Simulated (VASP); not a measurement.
A run of VASP 6.6.1:

INCAR

```
PREC     = Accurate       # precision mode
ENCUT    = 520            # plane-wave cutoff, eV
EDIFF    = 1E-6           # SCF threshold, eV
ISMEAR   = -1             # smearing method
SIGMA    = 0.05           # smearing width, eV
LREAL    = False          # projectors in reciprocal space
LASPH    = True           # aspherical terms in the spheres
NELM     = 150            # most SCF steps
ALGO     = Normal         # electronic algorithm
ISIF     = 2              # what is computed and relaxed
LWAVE    = False          # write WAVECAR
LCHARG   = False          # write CHGCAR
ISPIN    = 2              # spin polarisation
MAGMOM   = 7.372 7.372    # initial moments
LORBIT   = 11             # projections on sites
LMAXMIX  = 6              # l up to which the mixer works
GGA      = PE             # functional
NBANDS   = 29             # bands
```

Contents of KPOINTS:

```
regular mesh
0
Gamma
  11 11 6
```

Contents of POSCAR:

```
Gd
1.0
    3.6483276435      0.0000000000      0.0000000000
   -1.8241638217      3.1595444206      0.0000000000
    0.0000000000      0.0000000000      5.8327272018
Gd
2
Direct
    0.3333333333      0.6666666667      0.2500000000
    0.6666666667      0.3333333333      0.7500000000
```

Potentials or basis: VASP PAW PBE potentials, release 64 (Gd).

Run with:

```bash
$ cat potpaw_PBE.64/Gd/POTCAR > POTCAR
$ mpirun -np 1 vasp_std > vasp.out
```

Hardware: 1 thread of Intel Xeon 8259CL, with other jobs on the host.

Question: How long does it take, and how much memory?

Answer: It took 25 min on 1 thread of Intel Xeon 8259CL, with other jobs on the host, peak memory 0.36 GiB. Counts: scf iterations 46, k points 64.
